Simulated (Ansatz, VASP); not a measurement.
# Mn: VASP beside Ansatz

INCAR

```
SYSTEM = Mn
PREC = Accurate
ENCUT = 500
EDIFF = 1E-6
ISMEAR = 0
SIGMA = 0.1
LREAL = .FALSE.
LASPH = .TRUE.
NELM = 200
ALGO = Normal
ISIF = 2
LWAVE = .FALSE.
LCHARG = .TRUE.
ISPIN = 2
MAGMOM = 0.76
LORBIT = 11
LMAXMIX = 4
LDAU = .TRUE.
LDAUTYPE = 2
LDAUL = 2
LDAUU = 3.3
LDAUJ = 0
LDAUPRINT = 1
GGA = PE
LELF = .TRUE.
LVHAR = .TRUE.
NBANDS = 16
GGA_COMPAT = .FALSE.
```

KPOINTS

```
Automatic mesh
0
G
  6 6 6
  0 0 0
```

POSCAR

```
Mn
1.0
   -1.3932737400      1.3932737400      1.3932737400
    1.3932737400     -1.3932737400      1.3932737400
    1.3932737400      1.3932737400     -1.3932737400
Mn
1
Direct
    0.0000000000      0.0000000000      0.0000000000
```

Input for Ansatz:

```yaml
crystal:
  lattice:
    - [-1.39327374, 1.39327374, 1.39327374]
    - [1.39327374, -1.39327374, 1.39327374]
    - [1.39327374, 1.39327374, -1.39327374]
  atoms:
    - { symbol: Mn, position: [0.0, 0.0, 0.0], spin: 0.76 }
basis:
  ecutrho_ratio: 12
kpoints:
  mp_grid: { grid: [6, 6, 6] }
hamiltonian:
  xc: pbe
  hubbard: { sites: [{ species: Mn, l: d, u_eff: 3.3 }] }
scf:
  occupations: { method: gaussian, width: 0.1 }
  lower_state_search: "off"
output:
  forces: true
  stress: true
  eigenvalues: true
  populations: true
magnetization:
  spin_polarized: true
```

Alike in both runs: task single point; functional PBE; k mesh 6 × 6 × 6; occupations gaussian, width 0.1 eV; collinear spin; Hubbard terms Mn d U = 3.3 eV.

```csv
,VASP,Ansatz
version,VASP 6.6.1,Ansatz 0.2.0
potentials or method,"VASP PAW PBE potentials, release 64 (Mn_pv)","scalar-relativistic, plane waves, PAW"
plane-wave cutoff (eV),500,420
valence electrons in the cell,13,15
```

```csv
,VASP,Ansatz,Ansatz less VASP
gap on the k mesh at the Fermi level (eV),none,none,-
pressure (GPa),9.8,16.3,+6.51
net moment per atom (μB),1.22,1.22,+0.001
size of the moment on the site where the two differ most (μB),1.25,1.28,+0.032
```

Site moments also hang on the region over which each program counts them. The programs project onto different local orbitals, so the same U acts differently, and such runs can settle in different states. A gap of «none» marks a metal or a gap that the smearing closes. VASP's potentials hold 13 valence electrons a cell and Ansatz's 15, so a difference there can come from the potentials and not from the codes. Ansatz's warnings: filled band counts differ across k points.

The k mesh is coarse, so the values compare programs but aren't converged.
